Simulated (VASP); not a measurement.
Wanted: the native input for a VASP 6.6.1 run.

| Quantity | Value |
| --- | --- |
| Task | single point |
| Functional | LDA |
| Potentials or basis | VASP PAW LDA potentials, release 64 (Ta_pv, N) |
| Cutoff | 520 eV |
| k mesh | 15 × 15 × 8 |
| Occupations | gaussian, width 0.15 eV |
| Spin | no spin polarisation |
| Dipole correction | no |
| Further INCAR settings | ALGO = Normal; EDIFF = 1e-06; NBANDS = 20 |

The structure of Ta2N lies in POSCAR:

```
Ta2N
1.0
    3.0618406011     -0.0714939780      0.0000000000
   -1.5928359018      2.6873787319      0.0000000000
    0.0000000000      0.0000000000      4.6756217847
Ta N
2 1
Direct
    0.6666666667      0.3333333333      0.7466885012
    0.3333333333      0.6666666667      0.2533114988
    0.0000000000      0.0000000000      0.0000000000
```

This cell differs from its parent crystal: engineering shear strain xy -0.0467, normal strain along z -0.0233.

One way to write it, as run:

INCAR

```
SYSTEM = Ta2N
PREC     = Accurate       ! precision mode
ENCUT    = 520            ! plane-wave cutoff, eV
EDIFF    = 1E-6           ! SCF threshold, eV
ISMEAR   = 0              ! smearing method
SIGMA    = 0.15           ! smearing width, eV
LREAL    = .FALSE.        ! projectors in reciprocal space
LASPH    = .TRUE.         ! aspherical terms in the spheres
NELM     = 60             ! most SCF steps
ALGO     = Normal         ! electronic algorithm
ISIF     = 2              ! what is computed and relaxed
LWAVE    = .FALSE.        ! write WAVECAR
LCHARG   = .FALSE.        ! write CHGCAR
NBANDS   = 20             ! bands
```

KPOINTS

```
regular mesh
0
G
  15 15 8
  0 0 0
```

Potentials or basis: VASP PAW LDA potentials, release 64 (Ta_pv, N).

Launch:

```bash
$ cat potpaw_LDA.64/Ta_pv/POTCAR potpaw_LDA.64/N/POTCAR > POTCAR
$ mpirun -np 1 vasp_std > vasp.out
```

Results of the run:

The pressure is 10.3 GPa, the largest force is 0.125 eV/Å and the band gap on the k mesh is zero (an odd number of electrons rules out a gap without spin polarisation).

Caveat: the cell differs from its parent crystal (engineering shear strain xy -0.0467, normal strain along z -0.0233); the stress differs along the axes, from 8 to 14 GPa; spin-orbit coupling is left out, which moves the levels of the heavy elements.

Run time: 4 min on 1 thread of Intel(R) Xeon(R) 6975P-C (Granite Rapids) (shared host), peak memory 0.64 GiB.
